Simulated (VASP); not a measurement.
A run of VASP 6.6.1:

The input POSCAR:

```
Ca3Ta
1.0
    0.0000000000      4.2796980000      0.0000000000
    4.2796980000      0.0000000000      0.0000000000
    2.1398490000      2.1398490000     -5.0475590000
Ca Ta
3 1
Direct
    0.5000000000      0.5000000000      0.0000000000
    0.7500000000      0.2500000000      0.5000000000
    0.2500000000      0.7500000000      0.5000000000
    0.0000000000      0.0000000000      0.0000000000
```

File INCAR.step1:

```
SYSTEM = Ca3Ta
PREC = Accurate ; ENCUT = 520
EDIFF = 1E-7 ; ISMEAR = -1
SIGMA = 0.1 ; LREAL = .False.
LASPH = .True. ; NELM = 80
ALGO = Normal ; ISIF = 2
LWAVE = .False. ; LCHARG = .True.
LMAXMIX = 4 ; GGA = PE
NBANDS = 28
```

Contents of KPOINTS.step1:

```
Automatic mesh
0
Gamma
  9 9 9
  0 0 0
```

The input INCAR.step2:

```
SYSTEM = Ca3Ta
PREC = Accurate ; ENCUT = 520
EDIFF = 1E-7 ; ISMEAR = -5
SIGMA = 0.1 ; LREAL = .False.
LASPH = .True. ; NELM = 80
ALGO = Normal ; ISIF = 2
LWAVE = .False. ; LCHARG = .False.
LMAXMIX = 4 ; GGA = PE
LORBIT = 11 ; NBANDS = 28
NEDOS = 1001 ; ICHARG = 11
```

The input KPOINTS.step2:

```
Automatic mesh
0
Gamma
  14 14 14
  0 0 0
```

Potentials or basis: VASP PAW PBE potentials, release 64 (Ca_sv, Ta_pv).

The run is started by

```bash
$ cat potpaw_PBE.64/Ca_sv/POTCAR potpaw_PBE.64/Ta_pv/POTCAR > POTCAR
$ cp INCAR.step1 INCAR
$ cp KPOINTS.step1 KPOINTS
$ mpirun -np 1 vasp_std > vasp.out
$ cp INCAR.step2 INCAR
$ cp KPOINTS.step2 KPOINTS
$ mpirun -np 1 vasp_std > vasp.out
```

Hardware: 1 thread of Intel(R) Xeon(R) Platinum 8259CL CPU @ 2.50GHz (Skylake/Cascade Lake), with other jobs on the host.

Q: How long does it take, and how much memory?

A: Wall time 7.9 min on 1 thread of Intel(R) Xeon(R) Platinum 8259CL CPU @ 2.50GHz (Skylake/Cascade Lake), with other jobs on the host, peak memory 0.63 GiB. Counts: k points 244.
